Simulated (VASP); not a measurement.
# W: single point with PBEsol

The system is W.

```
W
1.0
     2.75108    0.00000    0.00000
    -1.37554    2.38251    0.00000
     0.00000    0.00000   10.03578
W
4
Direct
  0.33333 0.66667 0.38130
  0.66667 0.33333 0.88130
  0.66667 0.33333 0.61870
  0.33333 0.66667 0.11870
```

This isn't the form of W at room conditions, which is bcc.

```yaml
Program: VASP 6.6.1
Task: single point
Functional: PBEsol
Potentials_or_basis: VASP PAW PBE potentials, release 64 (W_sv)
Cutoff: 520 eV
k_mesh: 6 × 6 × 4
Occupations: gaussian, width 0.1 eV
Spin: no spin polarisation
Dipole_correction: no
Further_INCAR_settings: ALGO = Normal; EDIFF = 1e-07; NBANDS = 36
```

* Pressure: 0.8 GPa
* Band gap on the k mesh: zero (bands 28 and 29 overlap by 1.54 eV)

Stress tensor (GPa, compression positive):
```
0.60 0.00 0.00
0.00 0.60 0.00
0.00 0.00 1.12
```

Levels at points of the mesh, in eV from the Fermi level:
```csv
k point,band 24,band 25,band 26,band 27,band 28,band 29,band 30,band 31,band 32,band 33
"(0.00, 0.00, 0.00)",-0.91,-0.91,-0.72,-0.65,-0.65,-0.51,-0.51,-0.20,-0.20,1.65
"(0.50, 0.00, 0.00)",-1.90,-1.76,-1.26,-0.47,1.03,1.09,1.75,3.02,3.35,4.08
"(0.00, 0.00, 0.50)",-1.17,-0.80,-0.80,-0.80,-0.80,-0.35,-0.35,-0.35,-0.35,2.03
"(0.50, 0.00, 0.50)",-2.87,-0.50,-0.50,0.01,0.01,0.82,0.82,3.32,3.32,4.46
```

Wall time 30 s on 1 thread of Intel(R) Xeon(R) Platinum 8375C CPU @ 2.90GHz (Ice Lake), with other jobs on the host, peak memory 0.18 GiB.

Caveat: the k points lie up to 0.44 Å⁻¹ apart, too coarse for converged energies and pressures of a metal; the PAW data sets were made with another functional, which shifts forces and pressure a little; spin-orbit coupling is left out, which moves the levels of the heavy elements.
